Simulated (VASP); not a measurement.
Input of a VASP 6.6.1 run:

The input POSCAR:

```
N
1.0
    3.5792593765      0.0000000000      0.0000000000
   -1.7896296883      3.0997295467      0.0000000000
    0.0000000000      0.0000000000      7.6409886428
N
4
Direct
    0.3333333333      0.6666666667      0.3215760740
    0.3333333333      0.6666666667      0.1784239260
    0.6666666667      0.3333333333      0.8215760740
    0.6666666667      0.3333333333      0.6784239260
```

Contents of INCAR.step1:

```
PREC     = Accurate       # precision mode
ENCUT    = 520            # plane-wave cutoff, eV
EDIFF    = 1E-5           # SCF threshold, eV
ISMEAR   = -1             # smearing method
SIGMA    = 0.2            # smearing width, eV
LREAL    = F              # projectors in reciprocal space
LASPH    = T              # aspherical terms in the spheres
NELM     = 120            # most SCF steps
ALGO     = Normal         # electronic algorithm
ISIF     = 2              # what is computed and relaxed
LWAVE    = T              # write WAVECAR
LCHARG   = F              # write CHGCAR
NBANDS   = 18             # bands
GGA      = PE             # functional
GGA_COMPAT= F
```

File INCAR.step2:

```
PREC     = Accurate       # precision mode
ENCUT    = 520            # plane-wave cutoff, eV
EDIFF    = 1E-6           # SCF threshold, eV
ISMEAR   = -1             # smearing method
SIGMA    = 0.2            # smearing width, eV
LREAL    = F              # projectors in reciprocal space
LASPH    = T              # aspherical terms in the spheres
NELM     = 120            # most SCF steps
ALGO     = Normal         # electronic algorithm
ISIF     = 2              # what is computed and relaxed
LWAVE    = F              # write WAVECAR
LCHARG   = F              # write CHGCAR
GGA      = PE             # functional
LHFCALC  = T              # exact exchange
HFSCREEN = 0.2079         # screening, 1/A
PRECFOCK = Normal       
NBANDS   = 18             # bands
ISTART   = 1            
GGA_COMPAT= F
```

The input KPOINTS:

```
Automatic mesh
0
Gamma
  6 6 2
```

Potentials or basis: VASP PAW PBE potentials, release 64 (N).

Run with:

```bash
$ cat potpaw_PBE.64/N/POTCAR > POTCAR
$ cp INCAR.step1 INCAR
$ mpirun -np 1 vasp_std > vasp.out
$ cp INCAR.step2 INCAR
$ mpirun -np 1 vasp_std > vasp.out
```

Question: Estimate the largest force.

Answer: 1.499 eV/Å.

Question: Predict the band gap on the k mesh.

Answer: 9.31 eV (least direct gap 9.36 eV).

Question: Estimate the pressure.

Answer: 2.5 GPa.

Stress tensor (GPa, compression positive):
```
0.62 0.00 0.00
0.00 0.62 0.00
0.00 0.00 6.37
```

Caveat: the standard files for N, O and F lose accuracy on very short bonds; the stress differs along the axes, from 1 to 6 GPa; this functional lacks dispersion, which holds the molecules together, so the pressure and a relaxed volume are unreliable; the PAW data sets were made with another functional, which shifts forces and pressure a little. A k mesh can miss the band edges.
